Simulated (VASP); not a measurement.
# CoSi2 (Fm-3m) in VASP: notebook, part 2 of 2

VASP 6.6.1.

## Step 3: Single point, PBE, collinear spin, ferromagnetic start

File INCAR:

```
  PREC = Accurate
  ENCUT = 520
  EDIFF = 1E-6
  ISMEAR = 0
  SIGMA = 0.15
  LREAL = False
  LASPH = True
  NELM = 150
  ALGO = Normal
  ISIF = 2
  LWAVE = False
  LCHARG = False
  ISPIN = 2
  MAGMOM = 1.925 0 0
  LORBIT = 11
  NUPDOWN = 1.925
  LMAXMIX = 4
  GGA = PE
  NBANDS = 20
```

File KPOINTS:

```
regular mesh
0
Gamma
  14 14 14
```

File POSCAR:

```
CoSi2
1.0
    0.0000000000      2.6801763726      2.6801763726
    2.6801763726      0.0000000000      2.6801763726
    2.6801763726      2.6801763726      0.0000000000
Co Si
1 2
Direct
    0.0000000000      0.0000000000      0.0000000000
    0.2500000000      0.2500000000      0.2500000000
    0.7500000000      0.7500000000      0.7500000000
```

Potentials or basis: VASP PAW PBE potentials, release 64 (Co, Si).

Launch:

```sh
$ cat potpaw_PBE.64/Co/POTCAR potpaw_PBE.64/Si/POTCAR > POTCAR
$ mpirun -np 1 vasp_std > vasp.out
```

OUTCAR:

```text
PREC = Accurate
   ENCUT = 520
   EDIFF = 1E-6
   ISMEAR = 0
   LREAL = False
   LASPH = True
   NELM = 150
   ISIF = 2
   ISPIN = 2
   LORBIT = 11
   NUPDOWN = 1.925
   GGA = PE

 ion  position               nearest neighbor table
   1  0.000  0.000  0.000-   3 2.32   3 2.32   3 2.32   2 2.32   3 2.32   2 2.32   2 2.32   2 2.32

   2  0.250  0.250  0.250-   1 2.32   1 2.32   1 2.32   1 2.32   3 2.68   3 2.68   3 2.68   3 2.68
                             3 2.68   3 2.68
   3  0.750  0.750  0.750-   1 2.32   1 2.32   1 2.32   1 2.32   2 2.68   2 2.68   2 2.68   2 2.68
                             2 2.68   2 2.68

  LATTYP: Found a face centered cubic cell.
 ALAT       =     5.3603527452

  Lattice vectors:

 A1 = (   0.0000000000,   2.6801763726,   2.6801763726)
 A2 = (   2.6801763726,   0.0000000000,   2.6801763726)
 A3 = (   2.6801763726,   2.6801763726,   0.0000000000)

Analysis of symmetry for initial positions (statically):
=====================================================================
 Subroutine PRICEL returns:
 Original cell was already a primitive cell.

 Routine SETGRP: Setting up the symmetry group for a
 face centered cubic supercell.

 Subroutine GETGRP returns: Found 48 space group operations
 (whereof 48 operations were pure point group operations)
 out of a pool of 48 trial point group operations.

The static configuration has the point symmetry O_h .

Analysis of symmetry for dynamics (positions and initial velocities):
=====================================================================
 Subroutine PRICEL returns:
 Original cell was already a primitive cell.

 Routine SETGRP: Setting up the symmetry group for a
 face centered cubic supercell.

 Subroutine GETGRP returns: Found 48 space group operations
 (whereof 48 operations were pure point group operations)
 out of a pool of 48 trial point group operations.

The dynamic configuration has the point symmetry O_h .

Analysis of structural, dynamic, and magnetic symmetry:
=====================================================================
 Subroutine PRICEL returns:
 Original cell was already a primitive cell.

 Routine SETGRP: Setting up the symmetry group for a
 face centered cubic supercell.

 Subroutine GETGRP returns: Found 48 space group operations
 (whereof 48 operations were pure point group operations)
 out of a pool of 48 trial point group operations.

The overall configuration has the point symmetry O_h .

 Subroutine INISYM returns: Found 48 space group operations
 (whereof 48 operations are pure point group operations),
 and found     1 'primitive' translations

----------------------------------------------------------------------------------------

                                     Primitive cell

  volume of cell :      38.5053

  direct lattice vectors                    reciprocal lattice vectors
     0.000000000  2.680176373  2.680176373    -0.186554887  0.186554887  0.186554887
     2.680176373  0.000000000  2.680176373     0.186554887 -0.186554887  0.186554887
     2.680176373  2.680176373  0.000000000     0.186554887  0.186554887 -0.186554887

  length of vectors
     3.790341776  3.790341776  3.790341776     0.323122542  0.323122542  0.323122542

  position of ions in fractional coordinates (direct lattice)
     0.000000000  0.000000000  0.000000000
     0.250000000  0.250000000  0.250000000
[... 77 lines left out ...]
   ENCUT  =  520.0 eV  38.22 Ry    6.18 a.u.   7.05  7.05  7.05*2*pi/ulx,y,z
   NELM   =    150;   NELMIN=  2; NELMDL= -5     # of ELM steps
   EDIFF  = 0.1E-05   stopping-criterion for ELM
   LREAL  =      F    real-space projection
   EDIFFG = 0.1E-04   stopping-criterion for IOM
   NSW    =      0    number of steps for IOM
   IBRION =     -1    ionic relax: 0-MD 1-quasi-New 2-CG
   NFREE  =      0    steps in history (QN), initial steepest desc. (CG)
   ISIF   =      2    stress and relaxation
   ISYM   =      2    0-nonsym 1-usesym 2-fastsym
   POTIM  = 0.5000    time-step for ionic-motion
   TEBEG  =    0.0;   TEEND  =   0.0 temperature during run
   PSTRESS=    0.0 pullay stress
   NELECT =      17.0000    total number of electrons
   NUPDOWN=       1.9250    fix difference up-down
   EMIN   =  10.00;   EMAX   =-10.00  energy-range for DOS
   EFERMI =   0.00;   METHOD = LEGACY
   ISMEAR =     0;   SIGMA  =   0.15  broadening in eV -4-tet -1-fermi 0-gaus
   EFERMI_NEDOS =   21; number of points for ismear=-14 and -15
   IALGO  =     38    algorithm
   IMIX   =      4    mixing-type and parameters
     AMIX     =   0.40;   BMIX     =  1.00
     AMIX_MAG =   1.60;   BMIX_MAG =  1.00
  volume/ion in A,a.u.               =      12.84        86.62
  Fermi-wavevector in a.u.,A,eV,Ry     =   1.246573  2.355682 21.142700  1.553945
  Thomas-Fermi vector in A             =   2.380744
   LORBIT       =     11    0 simple, 1 ext, 2 COOP (PROOUT), +10 PAW based schemes
   GGA     = PE    functional components
   LHFCALC =     F    Hartree Fock is set to
   AEXX    =    0.0000 exact exchange contribution
   IVDW    =     0    specifies the selected vdW correction
   LEPSILON=     F    determine dielectric tensor
   LRPA    =     F    only Hartree local field effects (RPA)
 spin polarized calculation
 Gauss-broadening in eV      SIGMA  =   0.15
  energy-cutoff  :      520.00
  volume of cell :       38.51
 maximum number of plane-waves:      1056
   NGX = 15   NGY = 15   NGZ = 15

 number of electron      16.9999995 magnetization       1.9249999

 Free energy of the ion-electron system (eV)
  ---------------------------------------------------
  ext. energy  EPLUGINS =         0.00000000
  ---------------------------------------------------
  free energy    TOTEN  =       -17.81327553 eV

  energy without entropy =      -17.79027069  energy(sigma->0) =      -17.80177311

 E-fermi :   9.4029     XC(G=0): -11.7395

 val. band max:       11.9804766540   @ k =  -0.4286   0.1429   0.0000
 cond. band min:       9.4052466988   @ k =   0.5000   0.2143   0.0000
 fundamental gap:     -2.5752299552
 Fermi energy:        11.9849365795

 spin component 1

 k-point     1 :       0.0000    0.0000    0.0000
  band No.  band energies     occupation
      1      -3.2256      1.00000
      2       5.5261      1.00000
      3       5.5261      1.00000
      4       5.5261      1.00000
      5       7.4400      1.00000
      6       7.4400      1.00000
[... 541 lines left out ...]
     19      24.5047      0.00000
     20      26.5125      0.00000

 [... further k-points ...]

 spin component 2

 k-point     1 :       0.0000    0.0000    0.0000
  band No.  band energies     occupation
      1      -2.8241      1.00000
      2       6.2521      1.00000
      3       6.2521      1.00000
      4       6.2521      1.00000
      5       8.4722      1.00000
      6       8.4722      1.00000
[... 541 lines left out ...]
     19      24.8997      0.00000
     20      26.9863      0.00000

 [... further k-points ...]

------------------------ aborting loop because EDIFF is reached ----------------------------------------

  FORCE on cell =-STRESS in cart. coord.  units (eV):
  Direction    XX          YY          ZZ          XY          YZ          ZX
  --------------------------------------------------------------------------------------
  -------------------------------------------------------------------------------------
  Total        3.2232008      3.2232008      3.2232008     -0.0000000     -0.0000000      0.0000000
  in kB      134.1151450    134.1151450    134.1151450     -0.0000000     -0.0000000      0.0000000
  external PRESSURE =     134.1151450 kB  Pullay stress =       0.0000000 kB

 VOLUME and BASIS-vectors are now :
 -----------------------------------------------------------------------------
  energy-cutoff  :      520.00
  volume of cell :       38.51
      direct lattice vectors                 reciprocal lattice vectors
     0.000000000  2.680176373  2.680176373    -0.186554887  0.186554887  0.186554887
     2.680176373  0.000000000  2.680176373     0.186554887 -0.186554887  0.186554887
     2.680176373  2.680176373  0.000000000     0.186554887  0.186554887 -0.186554887

 POSITION                                       TOTAL-FORCE (eV/Angst)
 -----------------------------------------------------------------------------------
      0.00000      0.00000      0.00000         0.000000     -0.000000     -0.000000
      1.34009      1.34009      1.34009         0.000000     -0.000000      0.000000
      4.02026      4.02026      4.02026        -0.000000      0.000000     -0.000000
 -----------------------------------------------------------------------------------
    total drift:                               -0.000000     -0.000000      0.000000

  FREE ENERGIE OF THE ION-ELECTRON SYSTEM (eV)
  ---------------------------------------------------
  free  energy   TOTEN  =       -17.8132755317 eV

  energy  without entropy=      -17.7902706878  energy(sigma->0) =      -17.80177311

 total charge

# of ion       s       p       d       tot
------------------------------------------
    1        0.543   0.705   7.539   8.787
    2        0.765   0.857   0.000   1.622
    3        0.765   0.857   0.000   1.622
--------------------------------------------------
tot          2.074   2.419   7.539  12.032

 magnetization (x)

# of ion       s       p       d       tot
------------------------------------------
    1        0.016   0.162   1.037   1.215
    2        0.060   0.093   0.000   0.153
    3        0.060   0.093   0.000   0.153
--------------------------------------------------
tot          0.136   0.348   1.037   1.522
```

OSZICAR:

```text
N       E                     dE             d eps       ncg     rms          rms(c)
DAV:   1     0.690468025881E+02    0.69047E+02   -0.66209E+03  8360   0.811E+02
DAV:   2    -0.149308678477E+02   -0.83978E+02   -0.74882E+02  8876   0.187E+02
DAV:   3    -0.194550813707E+02   -0.45242E+01   -0.43563E+01 10092   0.454E+01
DAV:   4    -0.195303592294E+02   -0.75278E-01   -0.75103E-01  9720   0.529E+00
DAV:   5    -0.195325525444E+02   -0.21933E-02   -0.21930E-02 10340   0.968E-01    0.163E+01
DAV:   6    -0.250231046004E+02   -0.54906E+01   -0.28830E+01  9320   0.980E+01    0.258E+01
DAV:   7    -0.178429194022E+02    0.71802E+01   -0.14118E+01 10404   0.722E+01    0.379E+00
DAV:   8    -0.178511730452E+02   -0.82536E-02   -0.83896E-01 10936   0.812E+00    0.268E+00
DAV:   9    -0.178149233380E+02    0.36250E-01   -0.73345E-02 10548   0.372E+00    0.873E-01
DAV:  10    -0.178131616570E+02    0.17617E-02   -0.51163E-03 12468   0.875E-01    0.267E-01
DAV:  11    -0.178133055152E+02   -0.14386E-03   -0.88694E-04 10048   0.331E-01    0.110E-01
DAV:  12    -0.178132790818E+02    0.26433E-04   -0.17012E-04 10112   0.211E-01    0.308E-02
DAV:  13    -0.178132752461E+02    0.38357E-05   -0.13957E-05 11032   0.284E-02    0.162E-02
DAV:  14    -0.178132755317E+02   -0.28560E-06   -0.42765E-06  9428   0.145E-02
   1 F= -.17813276E+02 E0= -.17801773E+02  d E =-.230048E-01  mag=     1.9250
```

stdout:

```text
POSCAR found type information on POSCAR CoSi
 POSCAR found :  2 types and       3 ions
 scaLAPACK will be used
 LDA part: xc-table for (Slater+PW92), standard interpolation
 POSCAR, INCAR and KPOINTS ok, starting setup
 FFT: planning ... GRIDC
 FFT: planning ... GRID_SOFT
 FFT: planning ... GRID
 WAVECAR not read
 entering main loop
```

It took 5.8 min on 1 thread of AMD EPYC 7R13, shared host; peak memory 0.23 GiB.

Results:

```
Free energy                                           : -17.8133 eV
Pressure                                              : 13.4 GPa
Net moment                                            : 1.92 μB per cell
Site moments                                          : Co +1.22; Si +0.15 μB
Valence electrons inside the program's atomic spheres : Co 8.79; Si 1.62
```

Caveat: the total moment is fixed, so each spin has its own Fermi level.

## Step 4: Single point, PBE, collinear spin, ferromagnetic start

This run uses another cell than the first one, of 13.86 Å³/atom, 1.080 times its volume.

File INCAR:

```
PREC = Accurate
ENCUT = 520
EDIFF = 1E-6
ISMEAR = 0
SIGMA = 0.15
LREAL = False
LASPH = True
NELM = 150
ALGO = Normal
ISIF = 2
LWAVE = False
LCHARG = False
ISPIN = 2
MAGMOM = 2.2 0 0
LORBIT = 11
NUPDOWN = 2.2
LMAXMIX = 4
GGA = PE
NBANDS = 20
```

File KPOINTS:

```
Automatic mesh
0
Gamma
  14 14 14
```

File POSCAR:

```
CoSi2
1.0
    0.0000000000      2.7498291905      2.7498291905
    2.7498291905      0.0000000000      2.7498291905
    2.7498291905      2.7498291905      0.0000000000
Co Si
1 2
Direct
    0.0000000000      0.0000000000      0.0000000000
    0.2500000000      0.2500000000      0.2500000000
    0.7500000000      0.7500000000      0.7500000000
```

Launch:

```sh
$ cat potpaw_PBE.64/Co/POTCAR potpaw_PBE.64/Si/POTCAR > POTCAR
$ mpirun -np 1 vasp_std > vasp.out
```

Run time: 5.6 min. Hardware: 1 thread of AMD EPYC 7R13, shared host; peak memory 0.25 GiB.

Results (log left out):

- Free energy: -17.6198 eV
- Pressure: 3.1 GPa
- Net moment: 2.20 μB per cell
- Site moments: Co +1.40; Si +0.17 μB
- Valence electrons inside the program's atomic spheres: Co 8.57; Si 1.59

Caveat: the total moment is fixed, so each spin has its own Fermi level.

## Step 5: Summary

| fixed moment (μB) | cell | pressure (GPa) | moment (μB) |
| --- | --- | --- | --- |
| 0.55 | a = 3.790 Å, angles 60.0°, 3 atoms | 0.8 | 0.55 |
| 1.925 | a = 3.790 Å, angles 60.0°, 3 atoms | 13.4 | 1.92 |
| 2.2 | a = 3.889 Å, angles 60.0°, 3 atoms | 3.1 | 2.20 |

Alike in all rows: task single point; level PBE; potentials or basis VASP PAW PBE potentials, release 64 (Co, Si); spin collinear, ferromagnetic start; k mesh 14 × 14 × 14; cutoff (eV) 520; smearing gaussian 0.15 eV.

Caveats: the total moment is fixed, so each spin has its own Fermi level.

Total energies depend on the potentials used, so only differences within one code and one set of settings carry meaning.
